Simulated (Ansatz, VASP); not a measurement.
**One calculation of Ti3Al, two programs**

```
CELL_PARAMETERS angstrom
4.05211 0.00000 0.00000
0.00000 4.05211 0.00000
0.00000 0.00000 4.05008
ATOMIC_POSITIONS crystal
Ti 0.00000 0.50000 0.50000
Ti 0.50000 0.00000 0.50000
Ti 0.50000 0.50000 0.00000
Al 0.00000 0.00000 0.00000
```

Alike in both runs: functional PBE; k mesh 12 × 12 × 12; occupations gaussian, width 0.1 eV; no spin polarisation.

Ansatz relaxed the structure, and its values are those at the end. VASP's run is a single point on that final structure, the one shown.

|  | VASP | Ansatz |
| --- | --- | --- |
| version | VASP 6.6.1 | Ansatz 0.2.0 |
| potentials or method | VASP PAW PBE potentials, release 64 (Ti_sv, Al), cutoff 520 eV | scalar-relativistic, plane waves, PAW |
| valence electrons in the cell | 39 | 39 |

Ansatz gave:

* gap on the k mesh at the Fermi level (eV): none
* pressure (GPa): 0.0

**Question.** What did VASP give for the same quantities?

**Answer.** gap on the k mesh at the Fermi level (eV): none; pressure (GPa): -0.1.

A gap of «none» marks a metal or a gap that the smearing closes.
